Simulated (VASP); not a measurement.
**Ge: single point with PBEsol-based global hybrid with 25 % exact exchange**

The system is Ge.

```xyz
1
Lattice="2.7105 0.0000 0.0000 0.0000 2.7105 0.0000 0.0000 0.0000 2.7105" Properties=species:S:1:pos:R:3 pbc="T T T"
Ge    0.0000    0.0000    0.0000
```

This isn't the form of Ge at room conditions, which is diamond.

```yaml
Program: VASP 6.6.1
Task: single point
Functional: PBEsol-based global hybrid with 25 % exact exchange
Potentials_or_basis: VASP PAW PBE potentials, release 64 (Ge_d)
Cutoff: 520 eV
k_mesh: 5 × 5 × 5
Occupations: fermi-dirac, width 0.05 eV
Spin: no spin polarisation
Dipole_correction: no
Grid_for_exact_exchange_PRECFOCK: Normal
Share_of_exact_exchange: 0.25
Further_INCAR_settings: ALGO = Normal; EDIFF = 1e-06; NBANDS = 13
```

The pressure is -3.6 GPa. The band gap on the k mesh is zero (bands 7 and 8 overlap by 9.78 eV).

Levels at points of the mesh, in eV from the Fermi level:
```tsv
k point	band 2	band 3	band 4	band 5	band 6	band 7	band 8	band 9	band 10	band 11
(0.00, 0.00, 0.00)	-27.49	-27.24	-27.24	-27.24	-13.83	8.75	8.75	8.75	12.09	12.09
```

Run time: 3.9 min on 1 thread of Intel(R) Xeon(R) Platinum 8259CL CPU @ 2.50GHz (Skylake/Cascade Lake), with other jobs on the host, peak memory 0.13 GiB.

Caveat: the k points lie up to 0.46 Å⁻¹ apart, too coarse for converged energies and pressures of a metal; the PAW data sets were made with another functional, which shifts forces and pressure a little.
